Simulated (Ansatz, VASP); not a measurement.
## CaO in VASP and in Ansatz

The input INCAR:

```
SYSTEM = CaO
ALGO     = Normal         ! electronic algorithm
EDIFF    = 1E-8           ! SCF threshold, eV
ENCUT    = 520            ! plane-wave cutoff, eV
GGA      = PS             ! functional
ISIF     = 2              ! what is computed and relaxed
ISMEAR   = -1             ! smearing method
LASPH    = .True.         ! aspherical terms in the spheres
LCHARG   = .False.        ! write CHGCAR
LEFG     = .True.       
LREAL    = .False.        ! projectors in reciprocal space
LWAVE    = .False.        ! write WAVECAR
NBANDS   = 15             ! bands
NELM     = 80             ! most SCF steps
PREC     = Accurate       ! precision mode
SIGMA    = 0.03           ! smearing width, eV
```

File KPOINTS:

```
k-points
0
Gamma
  9 9 9
  0 0 0
```

Contents of POSCAR:

```
CaO
1.0
    0.0000000000      2.4490000000      2.4490000000
    2.4490000000      0.0000000000      2.4490000000
    2.4490000000      2.4490000000      0.0000000000
Ca O
1 1
Direct
    0.0000000000      0.0000000000      0.0000000000
    0.5000000000      0.5000000000      0.5000000000
```

Input for Ansatz:

```yaml
crystal:
  lattice:
    - [0.0, 2.449, 2.449]
    - [2.449, 0.0, 2.449]
    - [2.449, 2.449, 0.0]
  atoms:
    - { symbol: Ca, position: [0.0, 0.0, 0.0] }
    - { symbol: O, position: [0.5, 0.5, 0.5] }
kpoints:
  mp_grid: { grid: [9, 9, 9] }
  band_path:
    path:
      - [0.0, 0.0, 0.0]
      - [0.5, 0.0, 0.5]
      - [0.625, 0.25, 0.625]
      - [0.375, 0.375, 0.75]
      - [0.0, 0.0, 0.0]
      - [0.5, 0.5, 0.5]
      - [0.5, 0.25, 0.75]
      - [0.5, 0.0, 0.5]
    npoints: 5
scf:
  occupations: { method: fermi_dirac, width: 0.03 }
hamiltonian:
  xc: pbesol
  pseudopotentials: { kind: paw }
output:
  forces: true
  stress: true
  eigenvalues: true
  efg: { contact_densities: true }
```

Alike in both runs: task electric field gradients; functional PBEsol; k mesh 9 × 9 × 9; occupations fermi-dirac, width 0.03 eV; no spin polarisation.

|  | VASP | Ansatz |
| --- | --- | --- |
| version | VASP 6.6.1 | Ansatz 0.2.0 |
| potentials or method | VASP PAW PBE potentials, release 64 (Ca_sv, O) | PAW with Ansatz's default frozen-core files, scalar-relativistic |
| plane-wave cutoff (eV) | 520 | 420 |
| valence electrons in the cell | 16 | 16 |

|  | VASP | Ansatz | Ansatz less VASP |
| --- | --- | --- | --- |
| gap on the k mesh at the Fermi level (eV) | 3.61 | 3.62 | +0.017 |
| pressure (GPa) | -7.4 | -7.9 | -0.45 |

VASP's potentials were made for PBE, not for PBEsol. With one functional, cell and mesh, what is left measures potentials, basis and numerics.
